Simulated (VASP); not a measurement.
A run of VASP 6.6.1:

INCAR

```
ALGO = Normal ; EDIFF = 1E-7
ENCUT = 520 ; GGA = PE
ISIF = 2 ; ISMEAR = -1
LASPH = True ; LCHARG = False
LREAL = False ; LWAVE = False
NBANDS = 20 ; NELM = 80
PREC = Accurate ; SIGMA = 0.1
```

KPOINTS

```
k-points
0
Gamma
  14 14 8
```

POSCAR

```
Tl
1.0
    2.9791537750      0.0000000000      0.0000000000
   -1.4895768875      2.5800228510      0.0000000000
    0.0000000000      0.0000000000      4.9147365489
Tl
2
Direct
    0.3333333333      0.6666666667      0.2500000000
    0.6666666667      0.3333333333      0.7500000000
```

Potentials or basis: VASP PAW PBE potentials, release 64 (Tl_d).

Command:

```bash
$ cat potpaw_PBE.64/Tl_d/POTCAR > POTCAR
$ mpirun -np 1 vasp_std > vasp.out
```

Hardware: 1 thread of AMD EPYC 9R45 96-Core Processor (Zen 5), with other jobs on the host.

Problem. Estimate the wall time of this run.

Solution. Wall time 34 s on 1 thread of AMD EPYC 9R45 96-Core Processor (Zen 5) (shared host), peak memory 0.18 GiB. Counts: scf iterations 12, k points 120.
